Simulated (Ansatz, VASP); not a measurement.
# Two plane-wave programs on KCl

The input INCAR:

```
SYSTEM = KCl
PREC = Accurate
ENCUT = 520
EDIFF = 1E-8
ISMEAR = -1
SIGMA = 0.03
LREAL = .FALSE.
LASPH = .TRUE.
NELM = 100
ALGO = Normal
ISIF = 2
LWAVE = .FALSE.
LCHARG = .FALSE.
LEFG = .TRUE.
NBANDS = 15
```

The input KPOINTS:

```
regular mesh
0
G
  7 7 7
  0 0 0
```

File POSCAR:

```
KCl
1.0
    0.0000000000      3.2180000288      3.2180000288
    3.2180000288      0.0000000000      3.2180000288
    3.2180000288      3.2180000288      0.0000000000
K Cl
1 1
Direct
    0.0000000000      0.0000000000      0.0000000000
    0.5000000000      0.5000000000      0.5000000000
```

Input for Ansatz:

```yaml
crystal:
  lattice:
    - [0.0, 3.2180000288, 3.2180000288]
    - [3.2180000288, 0.0, 3.2180000288]
    - [3.2180000288, 3.2180000288, 0.0]
  atoms:
    - { symbol: K, position: [0.0, 0.0, 0.0] }
    - { symbol: Cl, position: [0.5, 0.5, 0.5] }
kpoints:
  mp_grid: { grid: [7, 7, 7] }
scf:
  occupations: { method: fermi_dirac, width: 0.03 }
hamiltonian:
  xc: lda
  pseudopotentials: { kind: paw }
output:
  forces: true
  stress: true
  eigenvalues: true
  efg: { contact_densities: true }
```

Change from the starting cell: volume scaled by 1.06, PAW files.

Alike in both runs: task electric field gradients; functional LDA; k mesh 7 × 7 × 7; occupations fermi-dirac, width 0.03 eV; no spin polarisation.

|  | VASP | Ansatz |
| --- | --- | --- |
| version | VASP 6.6.1 | Ansatz 0.2.0 |
| potentials or method | VASP PAW LDA potentials, release 64 (K_sv, Cl) | PAW with Ansatz's default frozen-core files, scalar-relativistic |
| plane-wave cutoff (eV) | 520 | 420 |
| valence electrons in the cell | 16 | 16 |

Ansatz gave:

```
gap on the k mesh at the Fermi level (eV) : 4.53
pressure (GPa)                            : -2.7
```

Task: Estimate VASP's values.

Result: gap on the k mesh at the Fermi level (eV): 4.54; pressure (GPa): -2.7.

LDA's correlation is that of Perdew and Zunger in VASP and of Perdew and Wang (1992) in Ansatz.
